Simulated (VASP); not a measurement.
Write the native input for VASP 6.6.1 that does the following.

```
Task                   : single point
Functional             : PBEsol
Potentials or basis    : VASP PAW PBE potentials, release 64 (Sn_d, Ge_d)
Cutoff                 : 520 eV
k mesh                 : 7 × 7 × 7
Occupations            : fermi-dirac, width 0.1 eV
Spin                   : no spin polarisation
Dipole correction      : no
Further INCAR settings : ALGO = Normal; EDIFF = 1e-06; NBANDS = 51
```

The structure of Sn2Ge lies in POSCAR:

```
Sn2Ge
1.0
    0.0000000000      3.1840851812      0.0000000000
    3.1840851812      0.0000000000      0.0000000000
    1.5920425906      1.5920425906    -11.8019322783
Sn Ge
4 2
Direct
    0.4269175946      0.4269175946      0.1461648108
    0.1769175946      0.6769175946      0.6461648108
    0.3230824054      0.8230824054      0.3538351892
    0.5730824054      0.5730824054      0.8538351892
    0.0000000000      0.0000000000      0.0000000000
    0.7500000000      0.2500000000      0.5000000000
```

One way to write it, as run:

INCAR

```
SYSTEM = Sn2Ge
PREC = Accurate
ENCUT = 520
EDIFF = 1E-6
ISMEAR = -1
SIGMA = 0.1
LREAL = .FALSE.
LASPH = .TRUE.
NELM = 60
ALGO = Normal
ISIF = 2
LWAVE = .FALSE.
LCHARG = .FALSE.
GGA = PS
NBANDS = 51
```

KPOINTS

```
Automatic mesh
0
G
  7 7 7
  0 0 0
```

Potentials or basis: VASP PAW PBE potentials, release 64 (Sn_d, Ge_d).

Run with:

```console
$ cat potpaw_PBE.64/Sn_d/POTCAR potpaw_PBE.64/Ge_d/POTCAR > POTCAR
$ mpirun -np 1 vasp_std > vasp.out
```

Results of the run:

| Quantity | Value |
| --- | --- |
| Pressure | 20.0 GPa |
| Largest force | 0.004 eV/Å |
| Band gap on the k mesh | zero (band 42 reaches 12.80 eV, above the bottom of band 43 at 7.94 eV) |

Caveat: the PAW data sets were made with another functional, which shifts forces and pressure a little; spin-orbit coupling is left out, which moves the levels of the heavy elements.

It took 2 min on 1 thread of AMD EPYC 9R14 (Zen 4), with other jobs on the host, peak memory 0.29 GiB.
